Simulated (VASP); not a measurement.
Set up this calculation in VASP 6.6.1, as the native input.

```
Task                   : single point
Functional             : PBE
Potentials or basis    : VASP PAW PBE potentials, release 64 (Lu)
Cutoff                 : 520 eV
k mesh                 : 11 × 11 × 11
Occupations            : fermi-dirac, width 0.1 eV
Spin                   : no spin polarisation
Dipole correction      : no
Further INCAR settings : ALGO = Normal; EDIFF = 1e-06; NBANDS = 18
```

The structure of Lu lies in POSCAR:

```
Lu
1.0
    3.2494498648      0.0000000000      0.0000000000
    0.0000000000      3.2494498648      0.0000000000
    0.0000000000      0.0000000000      3.2494498648
Lu
1
Direct
    0.0000000000      0.0000000000      0.0000000000
```

This isn't the form of Lu at room conditions, which is hcp.

The input as run:

INCAR

```
SYSTEM = Lu
PREC     = Accurate       ! precision mode
ENCUT    = 520            ! plane-wave cutoff, eV
EDIFF    = 1E-6           ! SCF threshold, eV
ISMEAR   = -1             ! smearing method
SIGMA    = 0.1            ! smearing width, eV
LREAL    = .FALSE.        ! projectors in reciprocal space
LASPH    = .TRUE.         ! aspherical terms in the spheres
NELM     = 60             ! most SCF steps
ALGO     = Normal         ! electronic algorithm
ISIF     = 2              ! what is computed and relaxed
LWAVE    = .FALSE.        ! write WAVECAR
LCHARG   = .FALSE.        ! write CHGCAR
GGA      = PE             ! functional
NBANDS   = 18             ! bands
```

KPOINTS

```
regular mesh
0
G
  11 11 11
  0 0 0
```

Potentials or basis: VASP PAW PBE potentials, release 64 (Lu).

Command:

```bash
$ cat potpaw_PBE.64/Lu/POTCAR > POTCAR
$ mpirun -np 1 vasp_std > vasp.out
```

It gave:

| Property | Result |
| --- | --- |
| Pressure | -1.0 GPa |
| Band gap on the k mesh | zero (an odd number of electrons rules out a gap without spin polarisation) |

Caveat: spin-orbit coupling is left out, which moves the levels of the heavy elements.

Run time: 17 s on 1 thread of Intel(R) Xeon(R) Platinum 8259CL CPU @ 2.50GHz (Skylake/Cascade Lake) (shared host), peak memory 0.16 GiB.
